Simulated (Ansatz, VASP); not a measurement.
One calculation of MoS2, two programs

```xyz
6
Lattice="-2.3835 2.3835 4.6483 2.3835 -2.3835 4.6483 2.3835 2.3835 -4.6483" Properties=species:S:1:pos:R:3 pbc="T T T"
Mo    0.0000    2.3835    2.3242
Mo    0.0000    0.0000    0.0000
S     0.0000    2.3835   -0.1151
S     0.0000    0.0000    6.8574
S     0.0000    0.0000    2.4393
S     0.0000    2.3835    4.7635
```

Alike in both runs: task single point; functional r2SCAN; k mesh 8 × 8 × 8; occupations fermi-dirac, width 0.02 eV; no spin polarisation.

```csv
,VASP,Ansatz
version,VASP 6.6.1,Ansatz 0.2.0
potentials or method,"VASP PAW PBE potentials, release 64 (Mo_sv, S)","plane waves, PAW"
plane-wave cutoff (eV),520,500
valence electrons in the cell,52,52
```

Ansatz gave:

- pressure (GPa): 0.0
- rms of the force components (eV/Å): 0.000

Problem. Which values does VASP return?

Solution. Pressure (GPa): 0.1; rms of the force components (eV/Å): 0.004.

VASP's potentials were made for PBE, not for r2SCAN. Atom by atom the forces differ by 0.004 eV/Å (rms over components). With one functional, cell and mesh, what is left measures potentials, basis and numerics.
